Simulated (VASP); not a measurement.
Crystal: Sn2TeS.

```
CELL_PARAMETERS angstrom
-2.91587 2.91587 3.40684
2.91587 -2.91587 3.40684
2.91587 2.91587 -3.40684
ATOMIC_POSITIONS crystal
Sn 0.46620 0.96620 0.50000
Sn 0.96620 0.46620 0.50000
Te 0.77651 0.77651 0.00000
S 0.35098 0.35098 0.00000
```

- Program: VASP 6.6.1
- Task: relaxation of cell and atoms
- Functional: PBE
- Potentials or basis: VASP PAW PBE potentials, release 64 (Sn_d, Te, S)
- Cutoff: 600 eV
- k mesh: 4 × 4 × 4
- Occupations: gaussian, width 0.1 eV
- Spin: no spin polarisation

At the start: pressure -1.6 GPa; volume 28.97 Å³/atom.

Question: How do energy, volume and symmetry change on relaxing?

Answer: Over 29 steps the energy falls by 124.6 meV/atom and the volume is 31.74 Å³/atom (+9.6 %); space group I4mm (No. 107, to 0.05 Å).

The path:
```tsv
step	energy change (eV)	largest force (eV/Å)	pressure (GPa)	volume (Å³)
1	0.0000	1.0065	-1.57	115.86
2	-0.1181	0.8421	0.20	111.14
3	-0.1475	0.6640	1.53	108.30
4	-0.1500	0.6087	2.07	107.22
5	-0.2155	0.2783	1.54	108.86
6	-0.2332	0.1378	1.30	110.11
7	-0.2343	0.2472	1.23	110.58
8	-0.2479	0.1188	-0.27	113.96
9	-0.2481	0.1322	-0.12	113.60
10	-0.2545	0.1465	-0.13	113.85
11	-0.2832	0.1708	-0.17	114.59
12	-0.3537	0.0798	-0.23	115.91
13	-0.4372	0.1663	-0.18	117.99
14	-0.1491	0.9205	-1.20	120.06
15	-0.4317	0.3774	-0.43	118.37
16	-0.4385	0.3943	-0.15	117.97
17	-0.4406	0.4167	0.11	117.57
18	-0.4492	0.3663	0.19	117.79
19	-0.4694	0.2016	0.45	118.45
20	-0.4780	0.2029	1.17	119.74
21	-0.4806	0.0484	0.89	119.30
22	-0.4882	0.0447	0.47	121.21
23	-0.4915	0.1083	-0.04	123.62
24	-0.4926	0.1017	-0.03	123.85
25	-0.4953	0.0806	0.01	124.55
26	-0.4979	0.0606	0.12	125.94
27	-0.4980	0.0632	0.15	126.23
28	-0.4978	0.0407	-0.25	127.85
29	-0.4984	0.0301	-0.03	126.95
```

Final structure:
```
CELL_PARAMETERS angstrom
-2.61106 2.61106 4.65508
2.61106 -2.61106 4.65508
2.61106 2.61106 -4.65508
ATOMIC_POSITIONS crystal
Sn 0.46236 0.96236 0.50000
Sn 0.96236 0.46236 0.50000
Te 0.78770 0.78770 0.00000
S 0.34746 0.34746 0.00000
```
